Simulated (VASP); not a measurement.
A run of VASP 6.6.1:

File POSCAR:

```
Pt
1.0
    0.4802235489      2.2371389716      2.2371389716
    2.2371389716      0.4802235489      2.2371389716
    2.2371389716      2.2371389716      0.4802235489
Pt
1
Direct
    0.0000000000      0.0000000000      0.0000000000
```

Contents of INCAR.step1:

```
SYSTEM = Pt
PREC = Accurate
ENCUT = 550
ISMEAR = 0
SIGMA = 0.15
LREAL = .FALSE.
LASPH = .TRUE.
NELM = 120
NBANDS = 11
GGA = PE
ALGO = Normal
EDIFF = 1E-5
LWAVE = .TRUE.
LCHARG = .FALSE.
GGA_COMPAT = .FALSE.
```

The input INCAR.step2:

```
SYSTEM = Pt
PREC = Accurate
ENCUT = 550
EDIFF = 1E-6
ISMEAR = 0
SIGMA = 0.15
LREAL = .FALSE.
LASPH = .TRUE.
NELM = 120
ALGO = Normal
ISIF = 2
LWAVE = .FALSE.
LCHARG = .TRUE.
METAGGA = R2SCAN
LMIXTAU = .TRUE.
LELF = .TRUE.
LVHAR = .TRUE.
NBANDS = 11
ISTART = 1
GGA_COMPAT = .FALSE.
```

File KPOINTS:

```
regular mesh
0
G
  28 28 28
  0 0 0
```

Potentials or basis: VASP PAW PBE potentials, release 64 (Pt).

Run with:

```sh
$ cat potpaw_PBE.64/Pt/POTCAR > POTCAR
$ cp INCAR.step1 INCAR
$ mpirun -np 1 vasp_std > vasp.out
$ cp INCAR.step2 INCAR
$ mpirun -np 1 vasp_std > vasp.out
```

Hardware: 1 thread of Intel(R) Xeon(R) 6975P-C (Granite Rapids), with other jobs on the host.

Estimate the wall time of this run.

It took 6 min on 1 thread of Intel(R) Xeon(R) 6975P-C (Granite Rapids), on a shared host, peak memory 0.47 GiB. Counts: k points 2045.
